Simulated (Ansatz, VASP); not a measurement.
One calculation of LiF, two programs

File POSCAR:

```
LiF
1.0
    0.0000000000      1.8453482987      2.3989527883
    1.8453482987      0.0000000000      2.3989527883
    1.8453482987      1.8453482987      0.0000000000
Li F
1 1
Direct
    0.0000000000      0.0000000000      0.0000000000
    0.5000000000      0.5000000000      0.5000000000
```

The input INCAR.step1:

```
SYSTEM = LiF
PREC = Accurate
ENCUT = 520
ISMEAR = 0
SIGMA = 0.05
LREAL = .False.
LASPH = .True.
NELM = 60
NBANDS = 12
GGA = PE
ALGO = Normal
EDIFF = 1E-4
LWAVE = .True.
LCHARG = .False.
```

File INCAR.step2:

```
SYSTEM = LiF
PREC = Accurate
ENCUT = 520
EDIFF = 1E-6
ISMEAR = 0
SIGMA = 0.05
LREAL = .False.
LASPH = .True.
NELM = 60
ALGO = Normal
ISIF = 2
LWAVE = .False.
LCHARG = .False.
METAGGA = R2SCAN
LMIXTAU = .True.
NBANDS = 12
ISTART = 1
```

Contents of KPOINTS:

```
Automatic mesh
0
Gamma
  12 12 12
  0 0 0
```

Input for Ansatz:

```yaml
crystal:
  lattice:
    - [0.0, 1.8453482987, 2.3989527883]
    - [1.8453482987, 0.0, 2.3989527883]
    - [1.8453482987, 1.8453482987, 0.0]
  atoms:
    - { symbol: Li, position: [0.0, 0.0, 0.0] }
    - { symbol: F, position: [0.5, 0.5, 0.5] }
basis:
  ecutwfc: 500
kpoints:
  mp_grid: { grid: [12, 12, 12] }
hamiltonian:
  xc: r2scan
scf:
  occupations: { method: gaussian, width: 0.05 }
output:
  forces: true
  stress: true
  eigenvalues: true
```

Alike in both runs: task single point; functional r2SCAN; k mesh 12 × 12 × 12; occupations gaussian, width 0.05 eV; no spin polarisation.

|  | VASP | Ansatz |
| --- | --- | --- |
| version | VASP 6.6.1 | Ansatz 0.2.0 |
| potentials or method | VASP PAW PBE potentials, release 64 (Li_sv, F), cutoff 520 eV | scalar-relativistic, plane waves, PAW |
| valence electrons in the cell | 10 | 10 |

Ansatz gave:

| Quantity | Value |
| --- | --- |
| gap on the k mesh at the Fermi level (eV) | 9.58 |
| least direct gap on the mesh (eV) | 9.77 |

**Question.** What did VASP give for the same quantities?

**Answer.** gap on the k mesh at the Fermi level (eV): 9.70; least direct gap on the mesh (eV): 9.88.

VASP's potentials were made for PBE, not for r2SCAN.

Noted on VASP's run: the cutoff is short for stress, so the pressure is rough.
